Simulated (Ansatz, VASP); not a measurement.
# One calculation of LaHg2, two programs

Contents of INCAR:

```
SYSTEM = LaHg2
PREC = Accurate
ENCUT = 520
EDIFF = 1E-7
ISMEAR = -1
SIGMA = 0.08
LREAL = .FALSE.
LASPH = .TRUE.
NELM = 80
ALGO = Normal
ISIF = 2
LWAVE = .FALSE.
LCHARG = .TRUE.
LELF = .TRUE.
LVHAR = .TRUE.
NBANDS = 24
```

Contents of KPOINTS:

```
regular mesh
0
G
  8 8 9
  0 0 0
```

The input POSCAR:

```
LaHg2
1.0
    4.9247221298      0.0000000000      0.0000000000
   -2.4623610649      4.2649344710      0.0000000000
    0.0000000000      0.0000000000      3.6155697337
La Hg
1 2
Direct
    0.0000000000      0.0000000000      0.0000000000
    0.3333333333      0.6666666667      0.5000000000
    0.6666666667      0.3333333333      0.5000000000
```

Input for Ansatz:

```yaml
crystal:
  lattice:
    - [4.9247221298, 0.0, 0.0]
    - [-2.4623610649, 4.264934471, 0.0]
    - [0.0, 0.0, 3.6155697337]
  atoms:
    - { symbol: La, position: [0.0, 0.0, 0.0] }
    - { symbol: Hg, position: [0.3333333333, 0.6666666667, 0.5] }
    - { symbol: Hg, position: [0.6666666667, 0.3333333333, 0.5] }
kpoints:
  mp_grid: { grid: [8, 8, 9] }
  band_path:
    path:
      - [0.0, 0.0, 0.0]
      - [0.5, 0.0, 0.0]
      - [0.3333333333, 0.3333333333, 0.0]
      - [0.0, 0.0, 0.0]
      - [0.0, 0.0, 0.5]
      - [0.5, 0.0, 0.5]
      - [0.3333333333, 0.3333333333, 0.5]
      - [0.0, 0.0, 0.5]
      - [0.5, 0.0, 0.5]
    npoints: 5
scf:
  occupations: { method: fermi_dirac, width: 0.08 }
hamiltonian:
  xc: lda
  pseudopotentials: { kind: all_electron, lapw: { basis_error: 0.001 } }
output:
  forces: true
  stress: true
  eigenvalues: true
```

Change from the starting cell: volume scaled by 0.98.

Alike in both runs: task single point; functional LDA; k mesh 8 × 8 × 9; occupations fermi-dirac, width 0.08 eV; no spin polarisation.

```csv
,VASP,Ansatz
version,VASP 6.6.1,Ansatz 0.2.0
potentials or method,"VASP PAW LDA potentials, release 64 (La, Hg), cutoff 520 eV","all-electron LAPW, scalar-relativistic"
```

Ansatz gave:

* pressure (GPa): -1.7
* traceless stress, the component that is largest in VASP (GPa): -1.04

**Question.** Estimate VASP's values.

**Answer.** Pressure (GPa): -1.2; traceless stress, the component that is largest in VASP (GPa): -1.34.

LDA's correlation is that of Perdew and Zunger in VASP and of Perdew and Wang (1992) in Ansatz. Ansatz ran all-electron here, and VASP with PAW potentials.

Neither program's run includes spin-orbit coupling.
